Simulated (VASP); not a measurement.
# Sn (C2/c) in VASP: a series of runs

Runs on Sn. Level: PBE. Tasks: single point.

All numbers are computed with VASP 6.6.1; they aren't measurements. Logs are shortened: lines on timing, memory, paths and dates and some standing lists are left out, and cuts for length are marked.

## Step 1: The cell of the first run

The typed cell holds 2 atoms: a = 4.507 Å, b = 4.507 Å, c = 4.504 Å, α = 97.25°, β = 97.25°, γ = 138.32°.

## Step 2: Single point, PBE

File INCAR:

```
  PREC = Accurate
  ENCUT = 520
  EDIFF = 1E-7
  ISMEAR = -1
  SIGMA = 0.1
  LREAL = False
  LASPH = True
  NELM = 100
  ALGO = Normal
  ISIF = 2
  LWAVE = False
  LCHARG = False
  GGA = PE
  NBANDS = 21
```

File KPOINTS:

```
regular mesh
0
Gamma
  7 7 5
```

File POSCAR:

```
Sn
1.0
   -2.9773321013      2.9790067394      1.6030901642
    2.9790067394     -2.9773321013      1.6030901642
    2.9770686044      2.9770686044     -1.6000204610
Sn
2
Direct
    0.0000231878      0.9999768122      0.0000000000
    0.7499768122      0.2500231878      0.5000000000
```

Potentials or basis: VASP PAW PBE potentials, release 64 (Sn_d).

The run is started by

```sh
> cat potpaw_PBE.64/Sn_d/POTCAR > POTCAR
> mpirun -np 1 vasp_std > vasp.out
```

OUTCAR:

```text
PREC = Accurate
   ENCUT = 520
   EDIFF = 1E-7
   ISMEAR = -1
   LREAL = False
   LASPH = True
   NELM = 100
   ISIF = 2
   GGA = PE

 ion  position               nearest neighbor table
   1  0.000  1.000  0.000-   2 3.08   2 3.08   2 3.08   2 3.08
   2  0.750  0.250  0.500-   1 3.08   1 3.08   1 3.08   1 3.08

  LATTYP: Found a base centered monoclinic cell.
 ALAT       =     3.2061812031
 B/A-ratio  =     2.6272798189
 C/A-ratio  =     1.4047838613
 COS(beta)  =    -0.3545544096

  Lattice vectors:

 A1 = (  -2.9773321013,   2.9790067394,   1.6030901642)
 A2 = (   2.9790067394,  -2.9773321013,   1.6030901642)
 A3 = (   2.9770686044,   2.9770686044,  -1.6000204610)

Analysis of symmetry for initial positions (statically):
=====================================================================
 Subroutine PRICEL returns:
 Original cell was already a primitive cell.

 Routine SETGRP: Setting up the symmetry group for a
 base centered monoclinic supercell.

 Subroutine GETGRP returns: Found  4 space group operations
 (whereof  2 operations were pure point group operations)
 out of a pool of  4 trial point group operations.

The static configuration has the point symmetry C_2 .
 The point group associated with its full space group is C_2h.

Analysis of symmetry for dynamics (positions and initial velocities):
=====================================================================
 Subroutine PRICEL returns:
 Original cell was already a primitive cell.

 Routine SETGRP: Setting up the symmetry group for a
 base centered monoclinic supercell.

 Subroutine GETGRP returns: Found  4 space group operations
 (whereof  2 operations were pure point group operations)
 out of a pool of  4 trial point group operations.

The dynamic configuration has the point symmetry C_2 .
 The point group associated with its full space group is C_2h.

 Subroutine INISYM returns: Found  4 space group operations
 (whereof  2 operations are pure point group operations),
 and found     1 'primitive' translations

----------------------------------------------------------------------------------------

                                     Primitive cell

  volume of cell :      56.8693

  direct lattice vectors                    reciprocal lattice vectors
    -2.977332101  2.979006739  1.603090164    -0.000153283  0.167735084  0.311810085
     2.979006739 -2.977332101  1.603090164     0.167735084 -0.000153283  0.311810085
     2.977068604  2.977068604 -1.600020461     0.167903313  0.167903313 -0.000175397

  length of vectors
     4.506538103  4.506538103  4.503991610     0.354063004  0.354063004  0.237451207

  position of ions in fractional coordinates (direct lattice)
     0.000023188  0.999976812  1.000000000
     0.749976812  0.250023188  0.500000000

  ion indices of the primitive-cell ions
   primitive index   ion index
                 1           1
                 2           2

----------------------------------------------------------------------------------------

 KPOINTS: regular mesh

Automatic generation of k-mesh.
 Grid dimensions read from file:
 generate k-points for:    7    7    5

 Generating k-lattice:

  Cartesian coordinates                     Fractional coordinates (reciprocal lattice)
    -0.000021898  0.023962155  0.044544298     0.142857143  0.000000000 -0.000000000
     0.023962155 -0.000021898  0.044544298     0.000000000  0.142857143 -0.000000000
     0.033580663  0.033580663 -0.000035079    -0.000000000 -0.000000000  0.200000000

  Length of vectors
     0.050580429  0.050580429  0.047490241

  Shift w.r.t. Gamma in fractional coordinates (k-lattice)
     0.000000000  0.000000000  0.000000000

 Subroutine IBZKPT returns following result:
 ===========================================

 Found     72 irreducible k-points:

 Following reciprocal coordinates:
            Coordinates               Weight
  0.000000  0.000000  0.000000      1.000000
  0.142857 -0.000000 -0.000000      4.000000
  0.285714  0.000000  0.000000      4.000000
  0.428571 -0.000000  0.000000      4.000000
  0.142857  0.142857  0.000000      2.000000
  0.285714  0.142857  0.000000      4.000000
[... 16 lines left out ...]
 -0.142857  0.000000  0.200000      4.000000
  0.142857  0.142857  0.200000      2.000000
 [... further k-points ...]
   k-points           NKPTS =     72   k-points in BZ     NKDIM =     72   number of bands    NBANDS=     21
   number of dos      NEDOS =    301   number of ions     NIONS =      2
   total plane-waves  NPLWV =  46656
   dimension x,y,z NGX =    36 NGY =   36 NGZ =   36
   dimension x,y,z NGXF=    72 NGYF=   72 NGZF=   72
   ions per type =               2
   NGX,Y,Z   is equivalent  to a cutoff of  13.28, 13.28, 13.29 a.u.
   NGXF,Y,Z  is equivalent  to a cutoff of  26.56, 26.56, 26.58 a.u.
 SYSTEM =  unknown system
   PREC   = accura    normal or accurate (medium, high low for compatibility)
   ISTART =      0    job   : 0-new  1-cont  2-samecut
   ICHARG =      2    charge: 1-file 2-atom 10-const
   ISPIN  =      1    spin polarized calculation?
   LNONCOLLINEAR =      F non collinear calculations
   LSORBIT =      F    spin-orbit coupling
   LASPH  =      T    aspherical Exc in radial PAW
   ENCUT  =  520.0 eV  38.22 Ry    6.18 a.u.   8.38  8.38  8.37*2*pi/ulx,y,z
   NELM   =    100;   NELMIN=  2; NELMDL= -5     # of ELM steps
   EDIFF  = 0.1E-06   stopping-criterion for ELM
   LREAL  =      F    real-space projection
   EDIFFG = 0.1E-05   stopping-criterion for IOM
   NSW    =      0    number of steps for IOM
   IBRION =     -1    ionic relax: 0-MD 1-quasi-New 2-CG
   NFREE  =      0    steps in history (QN), initial steepest desc. (CG)
   ISIF   =      2    stress and relaxation
   ISYM   =      2    0-nonsym 1-usesym 2-fastsym
   POTIM  = 0.5000    time-step for ionic-motion
   TEBEG  =    0.0;   TEEND  =   0.0 temperature during run
   PSTRESS=    0.0 pullay stress
   NELECT =      28.0000    total number of electrons
   NUPDOWN=      -1.0000    fix difference up-down
   EMIN   =  10.00;   EMAX   =-10.00  energy-range for DOS
   EFERMI =   0.00;   METHOD = LEGACY
   ISMEAR =    -1;   SIGMA  =   0.10  broadening in eV -4-tet -1-fermi 0-gaus
   EFERMI_NEDOS =   21; number of points for ismear=-14 and -15
   IALGO  =     38    algorithm
   IMIX   =      4    mixing-type and parameters
     AMIX     =   0.40;   BMIX     =  1.00
     AMIX_MAG =   1.60;   BMIX_MAG =  1.00
  volume/ion in A,a.u.               =      28.43       191.89
  Fermi-wavevector in a.u.,A,eV,Ry     =   1.292711  2.442870 22.736723  1.671102
  Thomas-Fermi vector in A             =   2.424402
   LORBIT       =      0    0 simple, 1 ext, 2 COOP (PROOUT), +10 PAW based schemes
   GGA     = PE    functional components
   LHFCALC =     F    Hartree Fock is set to
   AEXX    =    0.0000 exact exchange contribution
   IVDW    =     0    specifies the selected vdW correction
   LEPSILON=     F    determine dielectric tensor
   LRPA    =     F    only Hartree local field effects (RPA)
 non-spin polarized calculation
  energy-cutoff  :      520.00
  volume of cell :       56.87
 maximum number of plane-waves:      1549
 NGX is ok and might be reduce to    36
   NGX = 17   NGY = 17   NGZ = 17

 number of electron      27.9999994 magnetization

 Free energy of the ion-electron system (eV)
  ---------------------------------------------------
  ext. energy  EPLUGINS =         0.00000000
  ---------------------------------------------------
  free energy    TOTEN  =        -7.63790616 eV

  energy without entropy =       -7.60107561  energy(sigma->0) =       -7.61949089

 E-fermi :   7.3255     XC(G=0): -10.0882

 val. band max:        7.3191948230   @ k =   0.4286   0.2857   0.2000
 cond. band min:       7.3268809227   @ k =  -0.4286   0.4286   0.0000
 fundamental gap:      0.0076860998
 Fermi energy:         7.3255290957

 k-point     1 :       0.0000    0.0000    0.0000
  band No.  band energies     occupation
      1     -14.1837      2.00000
      2     -14.1247      2.00000
      3     -14.0761      2.00000
      4     -14.0729      2.00000
      5     -13.9361      2.00000
      6     -13.9349      2.00000
[... 13 lines left out ...]
     20      16.9238      0.00000
     21      17.6082      0.00000

 k-point     2 :       0.1429   -0.0000   -0.0000
  band No.  band energies     occupation
      1     -14.1726      2.00000
      2     -14.0883      2.00000
      3     -14.0611      2.00000
      4     -14.0353      2.00000
      5     -13.9579      2.00000
      6     -13.9505      2.00000
[... 13 lines left out ...]
     20      15.8166      0.00000
     21      15.9539      0.00000

 k-point     3 :       0.2857    0.0000    0.0000
  band No.  band energies     occupation
      1     -14.1449      2.00000
      2     -14.0362      2.00000
      3     -14.0315      2.00000
      4     -14.0080      2.00000
      5     -13.9938      2.00000
      6     -13.9584      2.00000
[... 13 lines left out ...]
     20      14.2497      0.00000
     21      16.0372      0.00000

 k-point     4 :       0.4286   -0.0000    0.0000
  band No.  band energies     occupation
      1     -14.1224      2.00000
      2     -14.0507      2.00000
      3     -14.0420      2.00000
      4     -14.0129      2.00000
      5     -13.9890      2.00000
      6     -13.9801      2.00000
[... 13 lines left out ...]
     20      15.7232      0.00000
     21      17.5551      0.00000

 k-point     5 :       0.1429    0.1429    0.0000
  band No.  band energies     occupation
      1     -14.1540      2.00000
      2     -14.0414      2.00000
      3     -14.0307      2.00000
      4     -13.9926      2.00000
      5     -13.9791      2.00000
      6     -13.9701      2.00000
[... 13 lines left out ...]
     20      14.5901      0.00000
     21      14.8633      0.00000
[... 382 lines left out ...]
     20      15.0224      0.00000
     21      15.3148      0.00000

 k-point    22 :      -0.2857    0.0000    0.2000
  band No.  band energies     occupation
      1     -14.1528      2.00000
      2     -14.0412      2.00000
      3     -14.0298      2.00000
      4     -13.9949      2.00000
      5     -13.9870      2.00000
      6     -13.9626      2.00000
[... 13 lines left out ...]
     20      14.2426      0.00000
     21      15.3689      0.00000

 k-point    23 :      -0.1429    0.0000    0.2000
  band No.  band energies     occupation
      1     -14.1655      2.00000
      2     -14.0897      2.00000
      3     -14.0554      2.00000
      4     -14.0418      2.00000
      5     -13.9575      2.00000
      6     -13.9455      2.00000
[... 13 lines left out ...]
     20      15.9143      0.00000
     21      16.1175      0.00000

 k-point    24 :       0.1429    0.1429    0.2000
  band No.  band energies     occupation
      1     -14.1181      2.00000
      2     -14.0523      2.00000
      3     -14.0229      2.00000
      4     -14.0211      2.00000
      5     -13.9979      2.00000
      6     -13.9322      2.00000
[... 13 lines left out ...]
     20      15.0833      0.00000
     21      16.0007      0.00000

 [... further k-points ...]

------------------------ aborting loop because EDIFF is reached ----------------------------------------

  FORCE on cell =-STRESS in cart. coord.  units (eV):
  Direction    XX          YY          ZZ          XY          YZ          ZX
  --------------------------------------------------------------------------------------
  -------------------------------------------------------------------------------------
  Total       -0.1757183     -0.1757183      0.1839690     -0.1269222      0.0695666      0.0695666
  in kB       -4.9505044     -4.9505044      5.1829510     -3.5757744      1.9598967      1.9598975
  external PRESSURE =      -1.5726860 kB  Pullay stress =       0.0000000 kB

 VOLUME and BASIS-vectors are now :
 -----------------------------------------------------------------------------
  energy-cutoff  :      520.00
  volume of cell :       56.87
      direct lattice vectors                 reciprocal lattice vectors
    -2.977332101  2.979006739  1.603090164    -0.000153283  0.167735084  0.311810085
     2.979006739 -2.977332101  1.603090164     0.167735084 -0.000153283  0.311810085
     2.977068604  2.977068604 -1.600020461     0.167903313  0.167903313 -0.000175397

 POSITION                                       TOTAL-FORCE (eV/Angst)
 -----------------------------------------------------------------------------------
      2.97887     -2.97719      1.60309         0.023785     -0.023785     -0.000000
      0.00043      2.97832      0.80308        -0.023785      0.023785      0.000000
 -----------------------------------------------------------------------------------
    total drift:                                0.000000     -0.000000      0.000000

  FREE ENERGIE OF THE ION-ELECTRON SYSTEM (eV)
  ---------------------------------------------------
  free  energy   TOTEN  =        -7.6379061648 eV

  energy  without entropy=       -7.6010756144  energy(sigma->0) =       -7.61949089
```

Run time: 68 s. Hardware: 1 thread of Intel Xeon 6975P-C, shared host; peak memory 0.24 GiB.

What came out:

- Free energy: -7.6379 eV
- Pressure: -0.2 GPa
- Largest force: 0.034 eV/Å
- Band gap on the k mesh: zero (band 14 reaches 8.69 eV, above the bottom of band 15 at 5.71 eV)

Forces in eV/Å, atoms in the order of the input:
```
Sn   0.024 -0.024  0.000
Sn  -0.024  0.024  0.000
```

Stress tensor (GPa, compression positive):
```
-0.50 -0.36  0.20
-0.36 -0.50  0.20
 0.20  0.20  0.52
```

Caveat: spin-orbit coupling is left out, which moves the levels of the heavy elements.

## Step 3: Single point, PBE

File INCAR:

```
SYSTEM = Sn
PREC     = Accurate       ! precision mode
ENCUT    = 520            ! plane-wave cutoff, eV
EDIFF    = 1E-7           ! SCF threshold, eV
ISMEAR   = -1             ! smearing method
SIGMA    = 0.1            ! smearing width, eV
LREAL    = .False.        ! projectors in reciprocal space
LASPH    = .True.         ! aspherical terms in the spheres
NELM     = 100            ! most SCF steps
ALGO     = Normal         ! electronic algorithm
ISIF     = 2              ! what is computed and relaxed
LWAVE    = .False.        ! write WAVECAR
LCHARG   = .True.         ! write CHGCAR
GGA      = PE             ! functional
LELF     = .True.         ! ELF
LVHAR    = .True.       
NBANDS   = 21             ! bands
```

File KPOINTS:

```
regular mesh
0
Gamma
  9 9 6
  0 0 0
```

POSCAR is that of step 2.

Potentials or basis: VASP PAW PBE potentials, release 64 (Sn_d).

The run is started by

```sh
> cat potpaw_PBE.64/Sn_d/POTCAR > POTCAR
> mpirun -np 1 vasp_std > vasp.out
```

Wall time 2.1 min (1 thread of Intel Xeon 6975P-C, shared host); peak memory 0.29 GiB.

It converged, with:

```yaml
Free_energy: -7.6176 eV
Pressure: 0.0 GPa
Largest_force: 0.013 eV/Å
Band_gap_on_the_k_mesh: zero (band 14 reaches 8.88 eV, above the bottom of band 15 at 4.80 eV)
```

Forces in eV/Å, atoms in the order of the input:
```
Sn   0.009 -0.009  0.000
Sn  -0.009  0.009  0.000
```

Stress tensor (GPa, compression positive):
```
-0.27 -0.14  0.00
-0.14 -0.27  0.00
 0.00  0.00  0.49
```

Levels at points of the mesh, in eV from the Fermi level:
```tsv
k point	band 12	band 13	band 14	band 15	band 16	band 17
(0.00, 0.00, 0.00)	-3.93	-1.94	-1.94	2.96	5.85	5.86
(0.00, 0.00, 0.50)	-8.71	0.50	0.50	1.36	1.36	5.96
```

Caveat: spin-orbit coupling is left out, which moves the levels of the heavy elements.

## Step 4: Single point, PBE

File INCAR:

```
SYSTEM = Sn
PREC = Accurate
ENCUT = 520
EDIFF = 1E-6
ISMEAR = -1
SIGMA = 0.1
LREAL = .False.
LASPH = .True.
NELM = 80
ALGO = Normal
ISIF = 2
LWAVE = .False.
LCHARG = .True.
GGA = PE
LELF = .True.
LVHAR = .True.
NBANDS = 21
```

File KPOINTS:

```
Automatic mesh
0
Gamma
  11 11 8
  0 0 0
```

POSCAR is that of step 3.

The run is started by

```sh
> cat potpaw_PBE.64/Sn_d/POTCAR > POTCAR
> mpirun -np 1 vasp_std > vasp.out
```

It took 3.4 min on 1 thread of Intel Xeon 6975P-C, shared host; peak memory 0.39 GiB.

It converged, with:

* Free energy: -7.6335 eV
* Pressure: -0.1 GPa
* Band gap on the k mesh: zero (band 14 reaches 8.76 eV, above the bottom of band 15 at 5.25 eV)

Levels at points of the mesh, in eV from the Fermi level:
```tsv
k point	band 12	band 13	band 14	band 15	band 16	band 17
(0.00, 0.00, 0.00)	-3.85	-1.87	-1.87	3.04	5.93	5.93
(0.00, 0.00, 0.50)	-8.64	0.58	0.58	1.43	1.43	6.03
```

Caveat: spin-orbit coupling is left out, which moves the levels of the heavy elements.

## Step 5: Summary

```tsv
k mesh	gap on the mesh (eV)	pressure (GPa)	largest force (eV/Å)
7 × 7 × 5	none	-0.2	0.03
9 × 9 × 6	none	0.0	0.01
11 × 11 × 8	none	-0.1	-
```

Alike in all rows: task single point; level PBE; potentials or basis VASP PAW PBE potentials, release 64 (Sn_d); no spin polarisation; cell as given; cutoff (eV) 520; smearing fermi-dirac 0.1 eV.

Every run on the cell as given and a fine mesh finds a metal.

Caveats: spin-orbit coupling is left out, which moves the levels of the heavy elements.

Total energies depend on the potentials used, so only differences within one code and one set of settings carry meaning.
